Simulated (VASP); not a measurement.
A run of VASP 6.6.1 is set up as follows.

POSCAR

```
GaN
1.0
    3.0835607365      0.0000000000      0.0000000000
   -1.5417803683      2.6704419319      0.0000000000
    0.0000000000      0.0000000000      5.5236517542
Ga N
2 2
Direct
    0.3333333333      0.6666666667      0.9991101048
    0.6666666667      0.3333333333      0.4991101048
    0.3333333333      0.6666666667      0.3758898952
    0.6666666667      0.3333333333      0.8758898952
```

INCAR.step1

```
PREC     = Accurate       # precision mode
ENCUT    = 520            # plane-wave cutoff, eV
ISMEAR   = 0              # smearing method
SIGMA    = 0.05           # smearing width, eV
LREAL    = False          # projectors in reciprocal space
LASPH    = True           # aspherical terms in the spheres
NELM     = 60             # most SCF steps
NBANDS   = 26             # bands
GGA      = PE             # functional
ALGO     = Normal         # electronic algorithm
EDIFF    = 1E-4           # SCF threshold, eV
LWAVE    = True           # write WAVECAR
LCHARG   = False          # write CHGCAR
```

Contents of INCAR.step2:

```
PREC     = Accurate       # precision mode
ENCUT    = 520            # plane-wave cutoff, eV
EDIFF    = 1E-6           # SCF threshold, eV
ISMEAR   = 0              # smearing method
SIGMA    = 0.05           # smearing width, eV
LREAL    = False          # projectors in reciprocal space
LASPH    = True           # aspherical terms in the spheres
NELM     = 60             # most SCF steps
ALGO     = Normal         # electronic algorithm
ISIF     = 2              # what is computed and relaxed
LWAVE    = False          # write WAVECAR
LCHARG   = False          # write CHGCAR
METAGGA  = R2SCAN         # meta-GGA
LMIXTAU  = True         
NBANDS   = 26             # bands
ISTART   = 1
```

Contents of KPOINTS:

```
Automatic mesh
0
Gamma
  12 12 6
```

Potentials or basis: VASP PAW PBE potentials, release 64 (Ga_d, N).

The run is started by

```console
$ cat potpaw_PBE.64/Ga_d/POTCAR potpaw_PBE.64/N/POTCAR > POTCAR
$ cp INCAR.step1 INCAR
$ mpirun -np 1 vasp_std > vasp.out
$ cp INCAR.step2 INCAR
$ mpirun -np 1 vasp_std > vasp.out
```

Problem. Estimate the largest force.

Solution. 0.647 eV/Å.

Problem. Predict the band gap on the k mesh.

Solution. 1.85 eV.

Stress tensor (GPa, compression positive):
```
 15.38   0.00   0.00
  0.00  15.38   0.00
  0.00   0.00 -19.84
```

Caveat: the stress differs along the axes, from -20 to 15 GPa; the PAW data sets were made with another functional, which shifts forces and pressure a little.
